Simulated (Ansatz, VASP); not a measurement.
## One calculation of C, two programs

```xyz
2
Lattice="0.0000 1.7858 1.7858 1.7858 0.0000 1.7858 1.7858 1.7858 0.0000" Properties=species:S:1:pos:R:3 pbc="T T T"
C     0.0000    0.0000    0.0000
C     0.8929    0.8929    0.8929
```

Alike in both runs: functional PBE; k mesh 12 × 12 × 12; occupations gaussian, width 0.02 eV; no spin polarisation.

Ansatz relaxed the structure, and its values are those at the end. VASP's run is a single point on that final structure, the one shown.

|  | VASP | Ansatz |
| --- | --- | --- |
| version | VASP 6.6.1 | Ansatz 0.2.0 |
| potentials or method | VASP PAW PBE potentials, release 64 (C), cutoff 600 eV | scalar-relativistic, plane waves, PAW |
| valence electrons in the cell | 8 | 8 |

```tsv
	VASP	Ansatz	Ansatz less VASP
gap on the k mesh at the Fermi level (eV)	4.14	4.15	+0.008
least direct gap on the mesh (eV)	5.58	5.58	+0.004
pressure (GPa)	0.0	0.0	+0.04
```

The functional is the same, so the differences come from potentials, cutoffs and numerics.
